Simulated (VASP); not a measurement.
Write the native input for VASP 6.6.1 that does the following.

```
Task                            : G0W0 quasiparticle levels
Functional                      : PBE
Potentials or basis             : VASP PAW PBE potentials, release 64 (Na_sv_GW, I_GW)
Cutoff                          : 500 eV
k mesh                          : 6 × 6 × 2
Occupations                     : gaussian, width 0.01 eV
Spin                            : no spin polarisation
Dipole correction               : no
GW scheme                       : G0W0
GW iterations                   : 1
Cutoff of the response function : 80
Frequency points                : 48
Empty bands                     : 266
Further INCAR settings          : ALGO = EVGW0; EDIFF = 1e-08; NBANDS = 282
```

NaI:

```xyz
4
Lattice="5.4165 0.0000 0.0000 -2.7082 4.6908 0.0000 0.0000 0.0000 6.4592" Properties=species:S:1:pos:R:3 pbc="T T T"
Na    0.0000    3.1272   -0.4040
Na    2.7082    1.5636    2.8256
I     0.0000    3.1272    2.8262
I     2.7082    1.5636    6.0558
```

The input as run:

POSCAR

```
NaI
1.0
    5.4164732122      0.0000000000      0.0000000000
   -2.7082366061      4.6908034007      0.0000000000
    0.0000000000      0.0000000000      6.4591939311
Na I
2 2
Direct
    0.3333333333      0.6666666667     -0.0625509074
    0.6666666667      0.3333333333      0.4374490926
    0.3333333333      0.6666666667      0.4375509074
    0.6666666667      0.3333333333      0.9375509074
```

INCAR.step1

```
SYSTEM = NaI
PREC = Accurate
ENCUT = 500
EDIFF = 1E-8
ISMEAR = 0
SIGMA = 0.01
LREAL = .False.
LASPH = .True.
NELM = 80
ALGO = Normal
LWAVE = .True.
LCHARG = .False.
GGA = PE
```

INCAR.step2

```
SYSTEM = NaI
PREC = Accurate
ENCUT = 500
EDIFF = 1E-8
ISMEAR = 0
SIGMA = 0.01
LREAL = .False.
LASPH = .True.
NELM = 1
ALGO = Exact
LWAVE = .True.
LCHARG = .False.
GGA = PE
NBANDS = 282
LOPTICS = .True.
ISTART = 1
```

INCAR.step3

```
SYSTEM = NaI
PREC = Accurate
ENCUT = 500
EDIFF = 1E-8
ISMEAR = 0
SIGMA = 0.01
LREAL = .False.
LASPH = .True.
ALGO = EVGW0
LWAVE = .False.
LCHARG = .False.
GGA = PE
NELMGW = 1
NBANDS = 282
ENCUTGW = 80.0
NOMEGA = 48
PRECFOCK = Fast
ISTART = 1
NBANDSGW = 24
```

KPOINTS

```
regular mesh
0
Gamma
  6 6 2
  0 0 0
```

Potentials or basis: VASP PAW PBE potentials, release 64 (Na_sv_GW, I_GW).

Launch:

```sh
$ cat potpaw_PBE.64/Na_sv_GW/POTCAR potpaw_PBE.64/I_GW/POTCAR > POTCAR
$ cp INCAR.step1 INCAR
$ mpirun -np 1 vasp_std > vasp.out
$ cp INCAR.step2 INCAR
$ mpirun -np 1 vasp_std > vasp.out
$ cp INCAR.step3 INCAR
$ mpirun -np 1 vasp_std > vasp.out
```

Results of the run:

```yaml
Quasiparticle_gap: 5.63 eV
Least_direct_quasiparticle_gap: 5.63 eV
Band_gap_of_the_starting_levels_on_the_mesh: 3.56 eV
Least_direct_gap_of_the_starting_levels_on_the_mesh: 3.56 eV
```

Caveat: the k points lie up to 0.49 Å⁻¹ apart; bands, screening cutoff and mesh are small and nothing is extrapolated, so the quasiparticle values aren't converged; spin-orbit coupling is left out, which moves the levels of the heavy elements.

It took 2.2 h on 1 thread of Intel Xeon 8259CL, on a shared host, peak memory 5.3 GiB.
